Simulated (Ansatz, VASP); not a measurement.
## Two plane-wave programs on NiPt4

Contents of INCAR:

```
ALGO = Normal
EDIFF = 1E-7
ENCUT = 520
GGA = PE
ISIF = 2
ISMEAR = 0
ISPIN = 2
LASPH = T
LCHARG = F
LMAXMIX = 4
LORBIT = 11
LREAL = F
LWAVE = F
MAGMOM = 2 2 0 0 0 0 0 0 0 0
NBANDS = 65
NELM = 150
PREC = Accurate
SIGMA = 0.1
```

File KPOINTS:

```
k-points
0
Gamma
  6 6 1
```

File POSCAR:

```
NiPt4
1.0
    2.7961615400      0.0000000000      0.0000000000
   -1.3980807700      2.4215469300      0.0000000000
    0.0000000000      0.0000000000     21.9916470200
Ni Pt
2 8
Direct
    0.3333333300      0.6666666700      0.2500000000
    0.6666666700      0.3333333300      0.7500000000
    0.3333333300      0.6666666700      0.8500000000
    0.3333333300      0.6666666700      0.0500000000
    0.3333333300      0.6666666700      0.4500000000
    0.3333333300      0.6666666700      0.6500000000
    0.6666666700      0.3333333300      0.9500000000
    0.6666666700      0.3333333300      0.1500000000
    0.6666666700      0.3333333300      0.3500000000
    0.6666666700      0.3333333300      0.5500000000
```

Input for Ansatz:

```yaml
crystal:
  lattice:
    - [2.79616154, 0.0, 0.0]
    - [-1.39808077, 2.42154693, 0.0]
    - [0.0, 0.0, 21.99164702]
  atoms:
    - { symbol: Ni, position: [0.33333333, 0.66666667, 0.25], spin: 2.0 }
    - { symbol: Ni, position: [0.66666667, 0.33333333, 0.75], spin: 2.0 }
    - { symbol: Pt, position: [0.33333333, 0.66666667, 0.85] }
    - { symbol: Pt, position: [0.33333333, 0.66666667, 0.05] }
    - { symbol: Pt, position: [0.33333333, 0.66666667, 0.45] }
    - { symbol: Pt, position: [0.33333333, 0.66666667, 0.65] }
    - { symbol: Pt, position: [0.66666667, 0.33333333, 0.95] }
    - { symbol: Pt, position: [0.66666667, 0.33333333, 0.15] }
    - { symbol: Pt, position: [0.66666667, 0.33333333, 0.35] }
    - { symbol: Pt, position: [0.66666667, 0.33333333, 0.55] }
basis:
  ecutwfc: 420
kpoints:
  mp_grid: { grid: [6, 6, 1] }
hamiltonian:
  xc: pbe
scf:
  occupations: { method: gaussian, width: 0.1 }
  lower_state_search: "off"
output:
  forces: true
  stress: true
  eigenvalues: true
  populations: true
magnetization:
  spin_polarized: true
```

Alike in both runs: task single point; functional PBE; k mesh 6 × 6 × 1; occupations gaussian, width 0.1 eV; collinear spin.

```csv
,VASP,Ansatz
version,VASP 6.6.1,Ansatz 0.2.0
potentials or method,"VASP PAW PBE potentials, release 64 (Ni, Pt), cutoff 520 eV","scalar-relativistic, plane waves, PAW"
valence electrons in the cell,100,180
```

Ansatz gave:

```
gap on the k mesh at the Fermi level (eV)                     : none
pressure (GPa)                                                : 3.2
traceless stress, the component that is largest in VASP (GPa) : 8.87
rms of the force components (eV/Å)                            : 0.689
net moment per atom (μB)                                      : 0.31
size of the moment on the site where the two differ most (μB) : 0.88
```

Task: Which values does VASP return?

Result: gap on the k mesh at the Fermi level (eV): none; pressure (GPa): 2.9; traceless stress, the component that is largest in VASP (GPa): 8.74; rms of the force components (eV/Å): 0.679; net moment per atom (μB): 0.31; size of the moment on the site where the two differ most (μB): 0.85.

Site moments also hang on the region over which each program counts them. Atom by atom the forces differ by 0.010 eV/Å (rms over components). A gap of «none» marks a metal or a gap that the smearing closes. VASP's potentials hold 100 valence electrons a cell and Ansatz's 180, so a difference there can come from the potentials and not from the codes.

The k mesh is coarse, so the values compare programs but aren't converged. Neither program's run includes spin-orbit coupling.
